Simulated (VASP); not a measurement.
# SiC in VASP: single point with PBEsol

Aim: the single point of SiC with PBEsol.

All numbers are computed with VASP 6.6.1; they aren't measurements. Logs are shortened: lines on timing, memory, paths and dates and some standing lists are left out, and cuts for length are marked.

### 1 The cell of the first run

The cell holds a slab with vacuum, 10 atoms: a = 3.081 Å, b = 4.357 Å, c = 23.161 Å, α = 90.00°, β = 90.00°, γ = 90.00°.

### 2 Single point, PBEsol

INCAR

```
SYSTEM = SiC
  PREC = Accurate
  ENCUT = 520
  EDIFF = 1E-7
  ISMEAR = 0
  SIGMA = 0.05
  LREAL = .FALSE.
  LASPH = .TRUE.
  NELM = 100
  ALGO = Normal
  ISIF = 2
  LWAVE = .FALSE.
  LCHARG = .FALSE.
  LDIPOL = .TRUE.
  IDIPOL = 3
  DIPOL = 0.5 0.5 0.499
  GGA = PS
  NBANDS = 31
```

KPOINTS

```
Automatic mesh
0
G
  9 6 1
  0 0 0
```

POSCAR

```
SiC
1.0
    3.0806203173      0.0000000000      0.0000000000
    0.0000000000      4.3566550333      0.0000000000
    0.0000000000      0.0000000000     23.1612406347
Si C
5 5
Direct
    0.5000000000      0.5000000000      0.3669924308
    0.0000000000      0.0000000000      0.4334962154
    0.5000000000      0.4915152583      0.4991937891
    0.0000000000     -0.0035247314      0.5688779071
    0.5000000000      0.4457354534      0.6221855253
    0.0000000000      0.2500000000      0.3669924308
    0.5000000000      0.7500000000      0.4334962154
    0.0000000000      0.2436154907      0.5005781823
    0.5000000000      0.7515407235      0.5667978042
    0.0000000000      0.2507738113      0.6332905283
```

Potentials or basis: VASP PAW PBE potentials, release 64 (Si, C).

Started as:

```
$ cat potpaw_PBE.64/Si/POTCAR potpaw_PBE.64/C/POTCAR > POTCAR
$ mpirun -np 1 vasp_std > vasp.out
```

OUTCAR:

```text
SYSTEM = SiC
   PREC = Accurate
   ENCUT = 520
   EDIFF = 1E-7
   ISMEAR = 0
   LREAL = .FALSE.
   LASPH = .TRUE.
   NELM = 100
   ISIF = 2
   GGA = PS

 ion  position               nearest neighbor table
   1  0.500  0.500  0.367-   7 1.89   6 1.89   6 1.89   3 3.06   2 3.08   2 3.08   2 3.08   2 3.08

   2  0.000  0.000  0.433-   8 1.88   6 1.89   7 1.89   7 1.89   3 3.05   3 3.05   1 3.08   1 3.08
                             1 3.08   1 3.08   3 3.10   3 3.10   4 3.14
   3  0.500  0.492  0.499-   8 1.88   8 1.88   7 1.89   9 1.93   5 2.86   2 3.05   2 3.05   1 3.06
                             2 3.10   2 3.10   4 3.10   4 3.10   4 3.13   4 3.13
   4  0.000  0.996  0.569-  10 1.86   9 1.87   9 1.87   8 1.91   5 2.78   5 2.78   3 3.10   3 3.10
                             5 3.11   5 3.11   3 3.13   3 3.13   2 3.14
   5  0.500  0.446  0.622-  10 1.78  10 1.78   9 1.85   4 2.78   4 2.78   3 2.86   4 3.11   4 3.11

   6  0.000  0.250  0.367-   2 1.89   1 1.89   1 1.89
   7  0.500  0.750  0.433-   1 1.89   2 1.89   2 1.89   3 1.89
   8  0.000  0.244  0.501-   3 1.88   3 1.88   2 1.88   4 1.91
   9  0.500  0.752  0.567-   5 1.85   4 1.87   4 1.87   3 1.93
  10  0.000  0.251  0.633-   5 1.78   5 1.78   4 1.86

  LATTYP: Found a simple orthorhombic cell.
 ALAT       =     3.0806203173
 B/A-ratio  =     1.4142135624
 C/A-ratio  =     7.5183691105

  Lattice vectors:

 A1 = (   3.0806203173,   0.0000000000,   0.0000000000)
 A2 = (   0.0000000000,   4.3566550333,   0.0000000000)
 A3 = (   0.0000000000,   0.0000000000,  23.1612406347)

Analysis of symmetry for initial positions (statically):
=====================================================================
 Subroutine PRICEL returns:
 Original cell was already a primitive cell.

 Routine SETGRP: Setting up the symmetry group for a
 simple orthorhombic supercell.

 Subroutine GETGRP returns: Found  2 space group operations
 (whereof  2 operations were pure point group operations)
 out of a pool of  8 trial point group operations.

The static configuration has the point symmetry C_1h.

Analysis of symmetry for dynamics (positions and initial velocities):
=====================================================================
 Subroutine PRICEL returns:
 Original cell was already a primitive cell.

 Routine SETGRP: Setting up the symmetry group for a
 simple orthorhombic supercell.

 Subroutine GETGRP returns: Found  2 space group operations
 (whereof  2 operations were pure point group operations)
 out of a pool of  8 trial point group operations.

[... 127 lines left out ...]
   EFERMI_NEDOS =   21; number of points for ismear=-14 and -15
   IALGO  =     38    algorithm
   IMIX   =      4    mixing-type and parameters
     AMIX     =   0.40;   BMIX     =  1.00
     AMIX_MAG =   1.60;   BMIX_MAG =  1.00
  volume/ion in A,a.u.               =      31.09       209.77
  Fermi-wavevector in a.u.,A,eV,Ry     =   0.826502  1.561862  9.294209  0.683105
  Thomas-Fermi vector in A             =   1.938545
   LORBIT       =      0    0 simple, 1 ext, 2 COOP (PROOUT), +10 PAW based schemes
   GGA     = PS    functional components
   LHFCALC =     F    Hartree Fock is set to
   AEXX    =    0.0000 exact exchange contribution
   IVDW    =     0    specifies the selected vdW correction
   LEPSILON=     F    determine dielectric tensor
   LRPA    =     F    only Hartree local field effects (RPA)
 non-spin polarized calculation
 Gauss-broadening in eV      SIGMA  =   0.05
  energy-cutoff  :      520.00
  volume of cell :      310.85
 maximum number of plane-waves:      8424
 NGX is ok and might be reduce to    24
   NGX = 11   NGY = 17   NGZ = 87

 dipolmoment           0.000000      0.000000     -0.000001 electrons x Angstroem

 number of electron      39.9999999 magnetization

 dipolmoment           0.000000      0.000000      0.014815 electrons x Angstroem

 Free energy of the ion-electron system (eV)
  ---------------------------------------------------
  ext. energy  EPLUGINS =         0.00000000
  ---------------------------------------------------
  free energy    TOTEN  =       -73.63838379 eV

  energy without entropy =      -73.63833204  energy(sigma->0) =      -73.63835792

 E-fermi :  -0.4389     XC(G=0):  -4.5961

 val. band max:       -0.5368255641   @ k =   0.4444   0.5000   0.0000
 cond. band min:      -0.3424123931   @ k =   0.4444   0.0000   0.0000
 fundamental gap:      0.1944131711
 Fermi energy:        -0.4388670946

 k-point     1 :       0.0000    0.0000    0.0000
  band No.  band energies     occupation
      1     -16.3888      2.00000
      2     -15.1506      2.00000
      3     -13.2127      2.00000
      4     -11.7693      2.00000
      5     -11.4109      2.00000
      6      -8.8605      2.00000
[... 669 lines left out ...]
     30       6.1693      0.00000
     31       6.6597      0.00000

------------------------ aborting loop because EDIFF is reached ----------------------------------------

 vacuum level on the upper side and lower side of the slab       (xc-potential included)         0.029        -0.167

  FORCE on cell =-STRESS in cart. coord.  units (eV):
  Direction    XX          YY          ZZ          XY          YZ          ZX
  --------------------------------------------------------------------------------------
  -------------------------------------------------------------------------------------
  Total       -0.8359523     -2.8895629     -1.6809143      0.0000000      1.5764980      0.0000000
  in kB       -4.3086274    -14.8932528     -8.6636916      0.0000000      8.1255137      0.0000000
  external PRESSURE =      -9.2885239 kB  Pullay stress =       0.0000000 kB

 VOLUME and BASIS-vectors are now :
 -----------------------------------------------------------------------------
  energy-cutoff  :      520.00
  volume of cell :      310.85
      direct lattice vectors                 reciprocal lattice vectors
     3.080620317  0.000000000  0.000000000     0.324609948  0.000000000  0.000000000
     0.000000000  4.356655033  0.000000000     0.000000000  0.229533895  0.000000000
     0.000000000  0.000000000 23.161240635     0.000000000  0.000000000  0.043175580

 POSITION                                       TOTAL-FORCE (eV/Angst)
 -----------------------------------------------------------------------------------
      1.54031      2.17833      8.50000         0.000000     -2.841906      1.663619
      0.00000      0.00000     10.04031         0.000000      0.276468     -0.844493
      1.54031      2.14136     11.56195         0.000000      0.013510      0.020159
      0.00000      4.34130     13.17592         0.000000     -0.012360      0.014903
      1.54031      1.94192     14.41059         0.000000      0.010745      0.007674
      0.00000      1.08916      8.50000         0.000000      1.833383     -0.498215
      1.54031      3.26749     10.04031         0.000000      0.720804     -0.362146
      0.00000      1.06135     11.59401         0.000000     -0.005686     -0.006752
      1.54031      3.27420     13.12774         0.000000      0.013352     -0.011967
      0.00000      1.09253     14.66779         0.000000     -0.008310      0.017218
 -----------------------------------------------------------------------------------
    total drift:                                0.000000     -0.000026      0.000138

  FREE ENERGIE OF THE ION-ELECTRON SYSTEM (eV)
  ---------------------------------------------------
  free  energy   TOTEN  =       -73.6383837909 eV

  energy  without entropy=      -73.6383320439  energy(sigma->0) =      -73.63835792

 vacuum level on the upper side and lower side of the slab         4.693         4.491
```

OSZICAR:

```text
N       E                     dE             d eps       ncg     rms          rms(c)
DAV:   1     0.241857611736E+03    0.24186E+03   -0.15329E+04  1240   0.101E+03
DAV:   2    -0.476782586591E+02   -0.28954E+03   -0.27835E+03  1711   0.217E+02
DAV:   3    -0.828624888435E+02   -0.35184E+02   -0.34716E+02  1587   0.748E+01
[... 19 lines left out ...]
DAV:  23    -0.736383801147E+02   -0.50973E-05   -0.11360E-07  1325   0.761E-04    0.232E-04
DAV:  24    -0.736383831466E+02   -0.30320E-05   -0.97109E-08  1253   0.634E-04    0.195E-04
DAV:  25    -0.736383833036E+02   -0.15699E-06   -0.22299E-09  1256   0.189E-04    0.507E-05
DAV:  26    -0.736383837305E+02   -0.42684E-06   -0.12358E-08  1198   0.221E-04    0.404E-05
DAV:  27    -0.736383837909E+02   -0.60416E-07   -0.13735E-09  1219   0.102E-04
   1 F= -.73638384E+02 E0= -.73638358E+02  d E =-.517470E-04
```

stdout:

```text
POSCAR found type information on POSCAR SiC
 POSCAR found :  2 types and      10 ions
 scaLAPACK will be used
 -----------------------------------------------------------------------------
|                                                                             |
|                                                                             |
|     You enforced a specific xc type in the INCAR file but a different       |
|     I HOPE YOU KNOW WHAT YOU ARE DOING!                                     |
|                                                                             |
 -----------------------------------------------------------------------------

 LDA part: xc-table for (Slater+PW92), standard interpolation
 POSCAR, INCAR and KPOINTS ok, starting setup
 FFT: planning ... GRIDC
 FFT: planning ... GRID_SOFT
 FFT: planning ... GRID
 WAVECAR not read
 entering main loop
```

It took 5.2 min on 1 thread of AMD EPYC 7R13 (Zen 3), shared host; peak memory 0.41 GiB.

What came out:

```yaml
Free_energy: -73.6384 eV
Largest_force: 3.293 eV/Å
Band_gap_on_the_k_mesh: 0.19 eV (least direct gap 0.35 eV)
```

Forces on the atoms (eV/Å):
```
Si   0.000 -2.842  1.664
Si   0.000  0.276 -0.844
Si   0.000  0.014  0.020
Si   0.000 -0.012  0.015
Si   0.000  0.011  0.008
C    0.000  1.833 -0.498
C    0.000  0.721 -0.362
C    0.000 -0.006 -0.007
C    0.000  0.013 -0.012
C    0.000 -0.008  0.017
```

Levels at points of the mesh, in eV from the valence-band top:
| k point | band 16 | band 17 | band 18 | band 19 | band 20 | band 21 | band 22 | band 23 | band 24 | band 25 |
| --- | --- | --- | --- | --- | --- | --- | --- | --- | --- | --- |
| (0.00, 0.00, 0.00) | -1.90 | -1.15 | -0.93 | -0.64 | -0.50 | 1.05 | 1.42 | 2.77 | 2.95 | 4.21 |
| (0.00, 0.50, 0.00) | -2.21 | -2.13 | -1.28 | -0.85 | -0.50 | 0.61 | 2.05 | 3.57 | 4.36 | 4.64 |

Caveat: semilocal functionals underestimate gaps, and a narrow one can read as zero; the PAW data sets were made with another functional, which shifts forces and pressure a little.
